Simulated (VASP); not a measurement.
# CuO (C2/c) in VASP: single point with PBE

Aim: the single point of CuO with PBE.

All numbers are computed with VASP 6.6.1; they aren't measurements. Logs are shortened: lines on timing, memory, paths and dates and some standing lists are left out, and cuts for length are marked.

## (1) The cell of the first run

The typed cell holds 4 atoms: a = 2.948 Å, b = 2.948 Å, c = 5.154 Å, α = 89.96°, β = 89.96°, γ = 89.24°.

## (2) Single point, PBE, collinear spin

INCAR

```
SYSTEM = CuO
PREC = Accurate
ENCUT = 820
EDIFF = 1E-6
ISMEAR = 0
SIGMA = 0.05
LREAL = .False.
LASPH = .True.
NELM = 200
ALGO = Normal
ISIF = 2
LWAVE = .False.
LCHARG = .False.
ISPIN = 2
MAGMOM = 1 1 0 0
LORBIT = 11
LMAXMIX = 4
GGA = PE
NBANDS = 37
GGA_COMPAT = .False.
```

KPOINTS

```
regular mesh
0
Gamma
  8 8 4
  0 0 0
```

POSCAR

```
CuO
1.0
    2.0913972141     -2.0703595386      0.1656466059
    2.0913972141      2.0703595386      0.1656466059
   -0.4013605030      0.0000000000      5.1383018266
Cu O
2 2
Direct
    0.0000000000      0.5000000000      0.0000000000
    0.5000000000      0.0000000000      0.5000000000
    0.4998576712      0.5001423288      0.2500000000
    0.5001423288      0.4998576712      0.7500000000
```

Potentials or basis: VASP PAW PBE potentials, release 64 (Cu_sv_GW, O).

Launch:

```sh
$ cat potpaw_PBE.64/Cu_sv_GW/POTCAR potpaw_PBE.64/O/POTCAR > POTCAR
$ mpirun -np 1 vasp_std > vasp.out
```

OUTCAR:

```text
SYSTEM = CuO
   PREC = Accurate
   ENCUT = 820
   EDIFF = 1E-6
   ISMEAR = 0
   LREAL = .False.
   LASPH = .True.
   NELM = 200
   ISIF = 2
   ISPIN = 2
   LORBIT = 11
   GGA = PE

 ion  position               nearest neighbor table
   1  0.000  0.500  0.000-   4 1.96   3 1.96   4 1.96   3 1.96
   2  0.500  0.000  0.500-   3 1.96   4 1.96   4 1.96   3 1.96
   3  0.500  0.500  0.250-   1 1.96   2 1.96   2 1.96   1 1.96
   4  0.500  0.500  0.750-   2 1.96   1 1.96   2 1.96   1 1.96

  LATTYP: Found a base centered monoclinic cell.
 ALAT       =     4.1958937571
 B/A-ratio  =     0.9868503153
 C/A-ratio  =     1.2283326805
 COS(beta)  =    -0.0010855751

  Lattice vectors:

 A1 = (  -2.0913972141,   2.0703595386,  -0.1656466059)
 A2 = (  -2.0913972141,  -2.0703595386,  -0.1656466059)
 A3 = (  -0.4013605030,   0.0000000000,   5.1383018266)

Analysis of symmetry for initial positions (statically):
=====================================================================
 Subroutine PRICEL returns:
 Original cell was already a primitive cell.

 Routine SETGRP: Setting up the symmetry group for a
 base centered monoclinic supercell.

 Subroutine GETGRP returns: Found  4 space group operations
 (whereof  2 operations were pure point group operations)
 out of a pool of  4 trial point group operations.

The static configuration has the point symmetry S_2 .
 The point group associated with its full space group is C_2h.

Analysis of symmetry for dynamics (positions and initial velocities):
=====================================================================
 Subroutine PRICEL returns:
 Original cell was already a primitive cell.

 Routine SETGRP: Setting up the symmetry group for a
 base centered monoclinic supercell.

 Subroutine GETGRP returns: Found  4 space group operations
 (whereof  2 operations were pure point group operations)
 out of a pool of  4 trial point group operations.

The dynamic configuration has the point symmetry S_2 .
 The point group associated with its full space group is C_2h.

Analysis of structural, dynamic, and magnetic symmetry:
=====================================================================
 Subroutine PRICEL returns:
 Original cell was already a primitive cell.

 Routine SETGRP: Setting up the symmetry group for a
 base centered monoclinic supercell.

 Subroutine GETGRP returns: Found  4 space group operations
 (whereof  2 operations were pure point group operations)
 out of a pool of  4 trial point group operations.

The overall configuration has the point symmetry S_2 .
 The point group associated with its full space group is C_2h.

 Subroutine INISYM returns: Found  4 space group operations
 (whereof  2 operations are pure point group operations),
 and found     1 'primitive' translations

----------------------------------------------------------------------------------------

                                     Primitive cell

  volume of cell :      44.7724

  direct lattice vectors                    reciprocal lattice vectors
     2.091397214 -2.070359539  0.165646606     0.237604628 -0.241503947  0.018559656
     2.091397214  2.070359539  0.165646606     0.237604628  0.241503947  0.018559656
    -0.401360503  0.000000000  5.138301827    -0.015319614  0.000000000  0.193420189

  length of vectors
     2.947502286  2.947502286  5.153953426     0.339300127  0.339300127  0.194025927

  position of ions in fractional coordinates (direct lattice)
     0.000000000  0.500000000  0.000000000
     0.500000000  0.000000000  0.500000000
     0.499857671  0.500142329  0.250000000
     0.500142329  0.499857671  0.750000000

  ion indices of the primitive-cell ions
   primitive index   ion index
                 1           1
                 2           2
                 3           3
                 4           4

----------------------------------------------------------------------------------------

 KPOINTS: regular mesh

Automatic generation of k-mesh.
 Grid dimensions read from file:
 generate k-points for:    8    8    4

 Generating k-lattice:

  Cartesian coordinates                     Fractional coordinates (reciprocal lattice)
     0.029700578 -0.030187993  0.002319957     0.125000000  0.000000000  0.000000000
     0.029700578  0.030187993  0.002319957     0.000000000  0.125000000  0.000000000
    -0.003829903  0.000000000  0.048355047     0.000000000  0.000000000  0.250000000

  Length of vectors
     0.042412516  0.042412516  0.048506482

  Shift w.r.t. Gamma in fractional coordinates (k-lattice)
     0.000000000  0.000000000  0.000000000

 Subroutine IBZKPT returns following result:
 ===========================================

 Found     78 irreducible k-points:

 Following reciprocal coordinates:
            Coordinates               Weight
  0.000000  0.000000  0.000000      1.000000
  0.125000  0.000000  0.000000      4.000000
  0.250000  0.000000  0.000000      4.000000
  0.375000  0.000000  0.000000      4.000000
  0.500000  0.000000  0.000000      2.000000
  0.125000  0.125000  0.000000      2.000000
[... 16 lines left out ...]
  0.125000  0.000000  0.250000      4.000000
  0.250000  0.000000  0.250000      4.000000
 [... further k-points ...]
   k-points           NKPTS =     78   k-points in BZ     NKDIM =     78   number of bands    NBANDS=     37
   number of dos      NEDOS =    301   number of ions     NIONS =      4
   total plane-waves  NPLWV =  37632
   dimension x,y,z NGX =    28 NGY =   28 NGZ =   48
   dimension x,y,z NGXF=    56 NGYF=   56 NGZF=   96
   ions per type =               2   2
   NGX,Y,Z   is equivalent  to a cutoff of  15.79, 15.79, 15.48 a.u.
   NGXF,Y,Z  is equivalent  to a cutoff of  31.59, 31.59, 30.97 a.u.
 SYSTEM =  CuO
   PREC   = accura    normal or accurate (medium, high low for compatibility)
   ISTART =      0    job   : 0-new  1-cont  2-samecut
   ICHARG =      2    charge: 1-file 2-atom 10-const
   ISPIN  =      2    spin polarized calculation?
   LNONCOLLINEAR =      F non collinear calculations
   LSORBIT =      F    spin-orbit coupling
   LASPH  =      T    aspherical Exc in radial PAW
   ENCUT  =  820.0 eV  60.27 Ry    7.76 a.u.   6.88  6.88 12.03*2*pi/ulx,y,z
   NELM   =    200;   NELMIN=  2; NELMDL= -5     # of ELM steps
   EDIFF  = 0.1E-05   stopping-criterion for ELM
   LREAL  =      F    real-space projection
[... 7 lines left out ...]
   TEBEG  =    0.0;   TEEND  =   0.0 temperature during run
   PSTRESS=    0.0 pullay stress
   NELECT =      50.0000    total number of electrons
   NUPDOWN=      -1.0000    fix difference up-down
   EMIN   =  10.00;   EMAX   =-10.00  energy-range for DOS
   EFERMI =   0.00;   METHOD = LEGACY
   ISMEAR =     0;   SIGMA  =   0.05  broadening in eV -4-tet -1-fermi 0-gaus
   EFERMI_NEDOS =   21; number of points for ismear=-14 and -15
   IALGO  =     38    algorithm
   IMIX   =      4    mixing-type and parameters
     AMIX     =   0.40;   BMIX     =  1.00
     AMIX_MAG =   1.60;   BMIX_MAG =  1.00
  volume/ion in A,a.u.               =      11.19        75.53
  Fermi-wavevector in a.u.,A,eV,Ry     =   1.698484  3.209668 39.250716  2.884846
  Thomas-Fermi vector in A             =   2.778975
   LORBIT       =     11    0 simple, 1 ext, 2 COOP (PROOUT), +10 PAW based schemes
   GGA     = PE    functional components
   LHFCALC =     F    Hartree Fock is set to
   AEXX    =    0.0000 exact exchange contribution
   IVDW    =     0    specifies the selected vdW correction
   LEPSILON=     F    determine dielectric tensor
   LRPA    =     F    only Hartree local field effects (RPA)
 spin polarized calculation
 Gauss-broadening in eV      SIGMA  =   0.05
  energy-cutoff  :      820.00
  volume of cell :       44.77
 maximum number of plane-waves:      2406
   NGX = 13   NGY = 13   NGZ = 25

 number of electron      49.9999976 magnetization      -0.0000499

 number of electron      49.9999976 magnetization       0.0000262

 Free energy of the ion-electron system (eV)
  ---------------------------------------------------
  ext. energy  EPLUGINS =         0.00000000
  ---------------------------------------------------
  free energy    TOTEN  =       -19.91757148 eV

  energy without entropy =      -19.91525985  energy(sigma->0) =      -19.91641567

 E-fermi :   4.8407     XC(G=0): -11.5974

 val. band max:        4.8349518642   @ k =  -0.1250  -0.1250   0.2500
 cond. band min:       4.8509237627   @ k =  -0.2500   0.1250   0.5000
 fundamental gap:      0.0159718984
 Fermi energy:         4.8406658812

 spin component 1

 k-point     1 :       0.0000    0.0000    0.0000
  band No.  band energies     occupation
      1    -107.9001      1.00000
      2    -107.8997      1.00000
      3     -65.3875      1.00000
      4     -65.3874      1.00000
      5     -65.3588      1.00000
      6     -65.3539      1.00000
[... 29 lines left out ...]
     36      20.6728      0.00000
     37      25.4215      0.00000

 k-point     2 :       0.1250    0.0000    0.0000
  band No.  band energies     occupation
      1    -107.9001      1.00000
      2    -107.8996      1.00000
      3     -65.3891      1.00000
      4     -65.3873      1.00000
      5     -65.3586      1.00000
      6     -65.3539      1.00000
[... 29 lines left out ...]
     36      22.3111      0.00000
     37      25.4281      0.00000

 k-point     3 :       0.2500    0.0000    0.0000
  band No.  band energies     occupation
      1    -107.8998      1.00000
      2    -107.8994      1.00000
      3     -65.3929      1.00000
      4     -65.3871      1.00000
      5     -65.3576      1.00000
      6     -65.3541      1.00000
[... 29 lines left out ...]
     36      24.0680      0.00000
     37      25.2994      0.00000
[... 761 lines left out ...]
 k-point    23 :       0.1250    0.0000    0.2500
  band No.  band energies     occupation
      1    -107.9000      1.00000
      2    -107.8997      1.00000
      3     -65.3890      1.00000
      4     -65.3874      1.00000
      5     -65.3579      1.00000
      6     -65.3547      1.00000
[... 29 lines left out ...]
     36      21.3704      0.00000
     37      25.8708      0.00000

 k-point    24 :       0.2500    0.0000    0.2500
  band No.  band energies     occupation
      1    -107.8997      1.00000
      2    -107.8996      1.00000
      3     -65.3929      1.00000
      4     -65.3871      1.00000
      5     -65.3573      1.00000
      6     -65.3546      1.00000
[... 29 lines left out ...]
     36      22.2293      0.00000
     37      25.4331      0.00000

 [... further k-points ...]

 spin component 2

 k-point     1 :       0.0000    0.0000    0.0000
  band No.  band energies     occupation
      1    -107.9001      1.00000
      2    -107.8997      1.00000
      3     -65.3875      1.00000
      4     -65.3874      1.00000
      5     -65.3588      1.00000
      6     -65.3539      1.00000
[... 29 lines left out ...]
     36      20.6729      0.00000
     37      25.4224      0.00000

 k-point     2 :       0.1250    0.0000    0.0000
  band No.  band energies     occupation
      1    -107.9001      1.00000
      2    -107.8996      1.00000
      3     -65.3891      1.00000
      4     -65.3873      1.00000
      5     -65.3586      1.00000
      6     -65.3539      1.00000
[... 29 lines left out ...]
     36      22.3111      0.00000
     37      25.4285      0.00000

 k-point     3 :       0.2500    0.0000    0.0000
  band No.  band energies     occupation
      1    -107.8998      1.00000
      2    -107.8994      1.00000
      3     -65.3929      1.00000
      4     -65.3871      1.00000
      5     -65.3575      1.00000
      6     -65.3541      1.00000
[... 29 lines left out ...]
     36      24.0681      0.00000
     37      25.2990      0.00000
[... 761 lines left out ...]
 k-point    23 :       0.1250    0.0000    0.2500
  band No.  band energies     occupation
      1    -107.9000      1.00000
      2    -107.8997      1.00000
      3     -65.3890      1.00000
      4     -65.3874      1.00000
      5     -65.3579      1.00000
      6     -65.3547      1.00000
[... 29 lines left out ...]
     36      21.3705      0.00000
     37      25.8736      0.00000

 k-point    24 :       0.2500    0.0000    0.2500
  band No.  band energies     occupation
      1    -107.8997      1.00000
      2    -107.8996      1.00000
      3     -65.3929      1.00000
      4     -65.3871      1.00000
      5     -65.3573      1.00000
      6     -65.3546      1.00000
[... 29 lines left out ...]
     36      22.2293      0.00000
     37      25.4318      0.00000

 [... further k-points ...]
[... 5 lines left out ...]
  --------------------------------------------------------------------------------------
  -------------------------------------------------------------------------------------
  Total       -0.2111500     -0.1608381     -0.1731597      0.0000000      0.0000000     -0.0133017
  in kB       -7.5559871     -5.7555802     -6.1965074      0.0000000      0.0000000     -0.4760001
  external PRESSURE =      -6.5026916 kB  Pullay stress =       0.0000000 kB

 VOLUME and BASIS-vectors are now :
 -----------------------------------------------------------------------------
  energy-cutoff  :      820.00
  volume of cell :       44.77
      direct lattice vectors                 reciprocal lattice vectors
     2.091397214 -2.070359539  0.165646606     0.237604628 -0.241503947  0.018559656
     2.091397214  2.070359539  0.165646606     0.237604628  0.241503947  0.018559656
    -0.401360503  0.000000000  5.138301827    -0.015319614  0.000000000  0.193420189

 POSITION                                       TOTAL-FORCE (eV/Angst)
 -----------------------------------------------------------------------------------
      1.04570      1.03518      0.08282         0.000000      0.000000     -0.000000
      0.84502     -1.03518      2.65197         0.000000      0.000000     -0.000000
      1.99106      0.00059      1.45022         0.000000      0.002722      0.000000
      1.79038     -0.00059      4.01937        -0.000000     -0.002722     -0.000000
 -----------------------------------------------------------------------------------
    total drift:                                0.000000      0.000000      0.000000

  FREE ENERGIE OF THE ION-ELECTRON SYSTEM (eV)
  ---------------------------------------------------
  free  energy   TOTEN  =       -19.9175714842 eV

  energy  without entropy=      -19.9152598467  energy(sigma->0) =      -19.91641567

 total charge

# of ion       s       p       d       f       tot
--------------------------------------------------
    1        2.248   6.359   8.846   0.012  17.465
    2        2.248   6.359   8.846   0.012  17.465
    3        1.573   3.377   0.000   0.000   4.950
    4        1.573   3.377   0.000   0.000   4.950
--------------------------------------------------
tot          7.642  19.473  17.692   0.024  44.831

 magnetization (x)

# of ion       s       p       d       f       tot
--------------------------------------------------
    1        0.000   0.000  -0.000  -0.000  -0.000
    2        0.000   0.000  -0.000  -0.000  -0.000
    3       -0.000  -0.000   0.000   0.000  -0.000
    4       -0.000  -0.000   0.000   0.000  -0.000
--------------------------------------------------
tot         -0.000  -0.000  -0.000  -0.000  -0.000
```

Run time: 10 min. Hardware: 1 thread of AMD EPYC 9R14 (Zen 4), shared host; peak memory 0.47 GiB.

Results:

```
Free energy                                           : -19.9176 eV
Pressure                                              : -0.7 GPa
Band gap on the k mesh                                : zero (filled and empty bands overlap)
Net moment                                            : 0.00 μB per cell
Valence electrons inside the program's atomic spheres : Cu 17.46; O 4.95
```

Forces on the atoms (eV/Å):
```
Cu   0.000  0.000  0.000
Cu   0.000  0.000  0.000
O    0.000  0.003  0.000
O    0.000 -0.003  0.000
```

Caveat: semilocal functionals often make such compounds metallic where correlation or magnetic order opens a gap, which also shifts bond lengths.
